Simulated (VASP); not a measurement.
# SiC (R3m) in VASP: further runs

Runs on SiC. Level: PBE. Tasks: single point.

Program: VASP 6.6.1. These are calculated values, not measurements. Logs are shortened: lines on timing, memory, paths and dates and some standing lists are left out, and cuts for length are marked.

### Step 1. The cell of the first run

It takes space group R3m (No. 160, trigonal). The conventional cell has a = 3.238 Å, b = 3.238 Å, c = 7.439 Å, α = 90.00°, β = 90.00°, γ = 120.00°. Si (site symmetry 3m) has 4 C at 1.86 to 1.97 Å within 2.5 Å. Within 2.5 Å of C (site symmetry 3m) lie 4 Si at 1.86 to 1.97 Å.

### Step 2. Single point, PBE

Contents of INCAR:

```
SYSTEM = SiC
PREC = Accurate
ENCUT = 520
EDIFF = 1E-6
ISMEAR = 0
SIGMA = 0.05
LREAL = .False.
LASPH = .True.
NELM = 100
ALGO = Normal
ISIF = 2
LWAVE = .False.
LCHARG = .True.
GGA = PE
LELF = .True.
LVHAR = .True.
NBANDS = 11
```

Contents of KPOINTS:

```
Automatic mesh
0
Gamma
  12 12 12
  0 0 0
```

Contents of POSCAR:

```
SiC
1.0
    0.0000000000      2.2896454437      2.2896454437
    2.2896454437      0.0000000000      2.2896454437
    2.1948541223      2.1948541223      0.0947913214
Si C
1 1
Direct
    0.0000000000      0.0000000000      0.0000000000
    0.7500000000      0.7500000000      0.7500000000
```

Potentials or basis: VASP PAW PBE potentials, release 64 (Si, C).

Launch:

```
$ cat potpaw_PBE.64/Si/POTCAR potpaw_PBE.64/C/POTCAR > POTCAR
$ mpirun -np 1 vasp_std > vasp.out
```

OUTCAR:

```text
SYSTEM = SiC
   PREC = Accurate
   ENCUT = 520
   EDIFF = 1E-6
   ISMEAR = 0
   LREAL = .False.
   LASPH = .True.
   NELM = 100
   ISIF = 2
   GGA = PE

 ion  position               nearest neighbor table
   1  0.000  0.000  0.000-   2 1.86   2 1.97   2 1.97   2 1.97
   2  0.750  0.750  0.750-   1 1.86   1 1.97   1 1.97   1 1.97

  LATTYP: Found a trigonal (rhomboedric) cell.
 ALAT       =     3.1054395230
 COS(alpha) =     0.4563863911

  Lattice vectors:

 A1 = (   2.1948541223,  -0.0947913214,  -2.1948541223)
 A2 = (  -0.0947913214,   2.1948541223,  -2.1948541223)
 A3 = (   2.1948541223,   2.1948541223,   0.0947913214)

Analysis of symmetry for initial positions (statically):
=====================================================================
 Subroutine PRICEL returns:
 Original cell was already a primitive cell.

 Routine SETGRP: Setting up the symmetry group for a
 trigonal (rhombohedral) supercell.

 Subroutine GETGRP returns: Found  6 space group operations
 (whereof  6 operations were pure point group operations)
 out of a pool of 12 trial point group operations.

The static configuration has the point symmetry C_3v.

Analysis of symmetry for dynamics (positions and initial velocities):
=====================================================================
 Subroutine PRICEL returns:
 Original cell was already a primitive cell.

 Routine SETGRP: Setting up the symmetry group for a
 trigonal (rhombohedral) supercell.

 Subroutine GETGRP returns: Found  6 space group operations
 (whereof  6 operations were pure point group operations)
 out of a pool of 12 trial point group operations.

The dynamic configuration has the point symmetry C_3v.

 Subroutine INISYM returns: Found  6 space group operations
 (whereof  6 operations are pure point group operations),
 and found     1 'primitive' translations

----------------------------------------------------------------------------------------

                                     Primitive cell

  volume of cell :      22.5160

  direct lattice vectors                    reciprocal lattice vectors
     0.000000000  2.289645444  2.289645444    -0.223194073  0.213554771  0.223194073
     2.289645444  0.000000000  2.289645444     0.213554771 -0.223194073  0.223194073
     2.194854122  2.194854122  0.094791321     0.232833374  0.232833374 -0.232833374

  length of vectors
     3.238047640  3.238047640  3.105439523     0.381099499  0.381099499  0.403279234

  position of ions in fractional coordinates (direct lattice)
     0.000000000  0.000000000  0.000000000
     0.750000000  0.750000000  0.750000000

  ion indices of the primitive-cell ions
   primitive index   ion index
                 1           1
                 2           2

----------------------------------------------------------------------------------------

 KPOINTS: Automatic mesh

Automatic generation of k-mesh.
 Grid dimensions read from file:
 generate k-points for:   12   12   12

 Generating k-lattice:

  Cartesian coordinates                     Fractional coordinates (reciprocal lattice)
    -0.018599506  0.017796231  0.018599506     0.083333333  0.000000000 -0.000000000
     0.017796231 -0.018599506  0.018599506     0.000000000  0.083333333 -0.000000000
     0.019402781  0.019402781 -0.019402781     0.000000000  0.000000000  0.083333333

  Length of vectors
     0.031758292  0.031758292  0.033606603

  Shift w.r.t. Gamma in fractional coordinates (k-lattice)
     0.000000000  0.000000000  0.000000000

 Subroutine IBZKPT returns following result:
 ===========================================

 Found    189 irreducible k-points:

 Following reciprocal coordinates:
            Coordinates               Weight
  0.000000  0.000000  0.000000      1.000000
  0.083333  0.000000  0.000000      6.000000
  0.166667  0.000000  0.000000      6.000000
  0.250000  0.000000  0.000000      6.000000
  0.333333  0.000000 -0.000000      6.000000
  0.416667  0.000000  0.000000      6.000000
[... 16 lines left out ...]
  0.500000  0.166667  0.000000     12.000000
 -0.416667  0.166667  0.000000     12.000000
 [... further k-points ...]
   k-points           NKPTS =    189   k-points in BZ     NKDIM =    189   number of bands    NBANDS=     11
   number of dos      NEDOS =    301   number of ions     NIONS =      2
   total plane-waves  NPLWV =  13824
   dimension x,y,z NGX =    24 NGY =   24 NGZ =   24
   dimension x,y,z NGXF=    48 NGYF=   48 NGZF=   48
   ions per type =               1   1
   NGX,Y,Z   is equivalent  to a cutoff of  12.32, 12.32, 12.85 a.u.
   NGXF,Y,Z  is equivalent  to a cutoff of  24.64, 24.64, 25.70 a.u.
 SYSTEM =  SiC
   PREC   = accura    normal or accurate (medium, high low for compatibility)
   ISTART =      0    job   : 0-new  1-cont  2-samecut
   ICHARG =      2    charge: 1-file 2-atom 10-const
   ISPIN  =      1    spin polarized calculation?
   LNONCOLLINEAR =      F non collinear calculations
   LSORBIT =      F    spin-orbit coupling
   LASPH  =      T    aspherical Exc in radial PAW
   ENCUT  =  520.0 eV  38.22 Ry    6.18 a.u.   6.02  6.02  5.77*2*pi/ulx,y,z
   NELM   =    100;   NELMIN=  2; NELMDL= -5     # of ELM steps
   EDIFF  = 0.1E-05   stopping-criterion for ELM
   LREAL  =      F    real-space projection
   EDIFFG = 0.1E-04   stopping-criterion for IOM
   NSW    =      0    number of steps for IOM
   IBRION =     -1    ionic relax: 0-MD 1-quasi-New 2-CG
   NFREE  =      0    steps in history (QN), initial steepest desc. (CG)
   ISIF   =      2    stress and relaxation
   ISYM   =      2    0-nonsym 1-usesym 2-fastsym
   POTIM  = 0.5000    time-step for ionic-motion
   TEBEG  =    0.0;   TEEND  =   0.0 temperature during run
   PSTRESS=    0.0 pullay stress
   NELECT =       8.0000    total number of electrons
   NUPDOWN=      -1.0000    fix difference up-down
   EMIN   =  10.00;   EMAX   =-10.00  energy-range for DOS
   EFERMI =   0.00;   METHOD = LEGACY
   ISMEAR =     0;   SIGMA  =   0.05  broadening in eV -4-tet -1-fermi 0-gaus
   EFERMI_NEDOS =   21; number of points for ismear=-14 and -15
   IALGO  =     38    algorithm
   IMIX   =      4    mixing-type and parameters
     AMIX     =   0.40;   BMIX     =  1.00
     AMIX_MAG =   1.60;   BMIX_MAG =  1.00
  volume/ion in A,a.u.               =      11.26        75.97
  Fermi-wavevector in a.u.,A,eV,Ry     =   1.159510  2.191156 18.292528  1.344463
  Thomas-Fermi vector in A             =   2.296102
   LORBIT       =      0    0 simple, 1 ext, 2 COOP (PROOUT), +10 PAW based schemes
   GGA     = PE    functional components
   LHFCALC =     F    Hartree Fock is set to
   AEXX    =    0.0000 exact exchange contribution
   IVDW    =     0    specifies the selected vdW correction
   LEPSILON=     F    determine dielectric tensor
   LRPA    =     F    only Hartree local field effects (RPA)
 non-spin polarized calculation
 Gauss-broadening in eV      SIGMA  =   0.05
  energy-cutoff  :      520.00
  volume of cell :       22.52
 maximum number of plane-waves:       615
   NGX = 13   NGY = 13   NGZ = 11

 number of electron       7.9999999 magnetization

 Free energy of the ion-electron system (eV)
  ---------------------------------------------------
  ext. energy  EPLUGINS =         0.00000000
  ---------------------------------------------------
  free energy    TOTEN  =       -14.90989512 eV

  energy without entropy =      -14.90989512  energy(sigma->0) =      -14.90989512

 E-fermi :   7.5553     XC(G=0): -10.9897

 val. band max:        7.3350625169   @ k =   0.0000   0.0000   0.0000
 cond. band min:       8.5467154732   @ k =   0.5000   0.5000   0.0000
 fundamental gap:      1.2116529563
 Fermi energy:         7.5552715744

 k-point     1 :       0.0000    0.0000    0.0000
  band No.  band energies     occupation
      1      -7.5820      2.00000
      2       7.0980      2.00000
      3       7.0980      2.00000
      4       7.3351      2.00000
      5      12.0166      0.00000
      6      13.4974      0.00000
      7      13.4974      0.00000
      8      15.3254      0.00000
      9      21.2524      0.00000
     10      21.2524      0.00000
     11      22.4185      0.00000

 k-point     2 :       0.0833    0.0000    0.0000
  band No.  band energies     occupation
      1      -7.4594      2.00000
      2       6.3501      2.00000
      3       7.0228      2.00000
      4       7.2281      2.00000
      5      12.4011      0.00000
      6      13.6561      0.00000
      7      13.6840      0.00000
      8      15.3872      0.00000
      9      20.4855      0.00000
     10      20.7418      0.00000
     11      22.7969      0.00000

 k-point     3 :       0.1667    0.0000    0.0000
  band No.  band energies     occupation
      1      -7.0959      2.00000
      2       4.7242      2.00000
      3       6.8369      2.00000
      4       6.9978      2.00000
      5      12.6660      0.00000
      6      13.9998      0.00000
      7      14.3532      0.00000
      8      15.6324      0.00000
      9      19.6229      0.00000
     10      20.2285      0.00000
     11      22.3342      0.00000

 k-point     4 :       0.2500    0.0000    0.0000
  band No.  band energies     occupation
      1      -6.5075      2.00000
      2       2.8972      2.00000
      3       6.6199      2.00000
      4       6.7272      2.00000
      5      12.5236      0.00000
      6      14.2040      0.00000
      7      14.9485      0.00000
      8      16.0493      0.00000
      9      19.5156      0.00000
     10      20.4619      0.00000
     11      21.8270      0.00000

 k-point     5 :       0.3333    0.0000   -0.0000
  band No.  band energies     occupation
      1      -5.7367      2.00000
      2       1.1539      2.00000
      3       6.4350      2.00000
      4       6.4918      2.00000
      5      12.3017      0.00000
      6      14.1057      0.00000
      7      14.9653      0.00000
      8      16.5565      0.00000
      9      20.3270      0.00000
     10      21.2025      0.00000
     11      22.1455      0.00000
[... 211 lines left out ...]
 k-point    21 :       0.3333    0.1667   -0.0000
  band No.  band energies     occupation
      1      -5.8076      2.00000
      2       2.3662      2.00000
      3       5.4610      2.00000
      4       5.7579      2.00000
      5      11.9779      0.00000
      6      13.8479      0.00000
      7      15.4116      0.00000
      8      16.4899      0.00000
      9      19.0811      0.00000
     10      22.8186      0.00000
     11      24.2200      0.00000

 k-point    22 :       0.4167    0.1667    0.0000
  band No.  band energies     occupation
      1      -5.0087      2.00000
      2       0.8287      2.00000
      3       5.0146      2.00000
      4       5.6592      2.00000
      5      11.9778      0.00000
      6      14.2962      0.00000
      7      15.6073      0.00000
      8      16.2902      0.00000
      9      19.8962      0.00000
     10      23.6262      0.00000
     11      24.4874      0.00000

 k-point    23 :       0.5000    0.1667    0.0000
  band No.  band energies     occupation
      1      -4.2799      2.00000
      2      -0.3067      2.00000
      3       4.5793      2.00000
      4       5.7160      2.00000
      5      12.0583      0.00000
      6      14.3404      0.00000
      7      15.9079      0.00000
      8      16.6848      0.00000
      9      20.2926      0.00000
     10      23.7289      0.00000
     11      24.5841      0.00000

 k-point    24 :      -0.4167    0.1667    0.0000
  band No.  band energies     occupation
      1      -4.1801      2.00000
      2      -0.4411      2.00000
      3       4.2581      2.00000
      4       5.9114      2.00000
      5      12.3205      0.00000
      6      14.2876      0.00000
      7      15.7189      0.00000
      8      17.3942      0.00000
      9      20.6241      0.00000
     10      22.3586      0.00000
     11      24.3828      0.00000

 [... further k-points ...]
[... 5 lines left out ...]
  --------------------------------------------------------------------------------------
  -------------------------------------------------------------------------------------
  Total       -1.6572554     -1.6572554     -1.6572554      1.3739963     -1.3739963     -1.3739963
  in kB     -117.9257884   -117.9257884   -117.9257884     97.7698433    -97.7698433    -97.7698433
  external PRESSURE =    -117.9257884 kB  Pullay stress =       0.0000000 kB

 VOLUME and BASIS-vectors are now :
 -----------------------------------------------------------------------------
  energy-cutoff  :      520.00
  volume of cell :       22.52
      direct lattice vectors                 reciprocal lattice vectors
     0.000000000  2.289645444  2.289645444    -0.223194073  0.213554771  0.223194073
     2.289645444  0.000000000  2.289645444     0.213554771 -0.223194073  0.223194073
     2.194854122  2.194854122  0.094791321     0.232833374  0.232833374 -0.232833374

 POSITION                                       TOTAL-FORCE (eV/Angst)
 -----------------------------------------------------------------------------------
      0.00000      0.00000      0.00000        -0.293654     -0.293654      0.293654
      3.36337      3.36337      3.50556         0.293654      0.293654     -0.293654
 -----------------------------------------------------------------------------------
    total drift:                               -0.000021     -0.000021      0.000021

  FREE ENERGIE OF THE ION-ELECTRON SYSTEM (eV)
  ---------------------------------------------------
  free  energy   TOTEN  =       -14.9098951201 eV

  energy  without entropy=      -14.9098951201  energy(sigma->0) =      -14.90989512
```

It took 16 s on 1 thread of Intel Xeon Platinum 8488C (Sapphire Rapids), shared host; peak memory 0.16 GiB.

What came out:

```
Free energy            : -14.9099 eV
Pressure               : -11.8 GPa
Largest force          : 0.509 eV/Å
Band gap on the k mesh : 1.21 eV, indirect (least direct gap 4.05 eV)
```

Forces on the atoms (eV/Å):
```
Si  -0.294 -0.294  0.294
C    0.294  0.294 -0.294
```

Stress tensor (GPa, compression positive):
```
-11.79   9.78  -9.78
  9.78 -11.79  -9.78
 -9.78  -9.78 -11.79
```

### Step 3. Single point, PBE

Contents of INCAR:

```
  PREC = Accurate
  ENCUT = 520
  EDIFF = 1E-6
  ISMEAR = 0
  SIGMA = 0.05
  LREAL = F
  LASPH = T
  NELM = 80
  ALGO = Normal
  ISIF = 2
  LWAVE = F
  LCHARG = T
  GGA = PE
  LELF = T
  LVHAR = T
  NBANDS = 11
```

Contents of KPOINTS:

```
Automatic mesh
0
Gamma
  12 12 12
```

Contents of POSCAR:

```
SiC
1.0
    0.0000000000      2.2653509241      2.2653509241
    2.2653509241      0.0000000000      2.2653509241
    2.2176275313      2.2176275313      0.0477233928
Si C
1 1
Direct
    0.0000000000      0.0000000000      0.0000000000
    0.7500000000      0.7500000000      0.7500000000
```

Potentials or basis: VASP PAW PBE potentials, release 64 (Si, C).

Launch:

```
$ cat potpaw_PBE.64/Si/POTCAR potpaw_PBE.64/C/POTCAR > POTCAR
$ mpirun -np 1 vasp_std > vasp.out
```

It took 16 s on 1 thread of Intel Xeon Platinum 8488C (Sapphire Rapids), shared host; peak memory 0.16 GiB.

It converged, with:

| Property | Result |
| --- | --- |
| Free energy | -14.9752 eV |
| Pressure | -12.6 GPa |
| Largest force | 0.204 eV/Å |
| Band gap on the k mesh | 1.32 eV, indirect (least direct gap 4.27 eV) |

Forces in eV/Å, atoms in the order of the input:
```
Si  -0.118 -0.118  0.118
C    0.118  0.118 -0.118
```

Stress tensor (GPa, compression positive):
```
-12.63   4.78  -4.78
  4.78 -12.63  -4.78
 -4.78  -4.78 -12.63
```

Levels at points of the mesh, in eV from the valence-band top:
| k point | band 1 | band 2 | band 3 | band 4 | band 5 | band 6 | band 7 | band 8 | band 9 |
| --- | --- | --- | --- | --- | --- | --- | --- | --- | --- |
| (0.00, 0.00, 0.00) | -14.85 | -0.13 | -0.13 | 0.00 | 5.02 | 6.44 | 6.44 | 7.27 | 13.95 |
| (0.50, 0.00, 0.00) | -11.66 | -8.19 | -1.06 | -1.05 | 4.72 | 6.67 | 7.12 | 9.54 | 15.08 |
| (0.50, 0.50, 0.00) | -10.22 | -7.62 | -3.26 | -2.95 | 1.32 | 3.98 | 12.81 | 12.98 | 13.75 |
| (0.00, 0.00, 0.50) | -11.35 | -8.13 | -1.29 | -1.29 | 4.17 | 6.56 | 6.56 | 9.37 | 15.18 |

A k mesh can miss the band edges. PBE gaps usually lie below the measured ones, often by a third to a half.
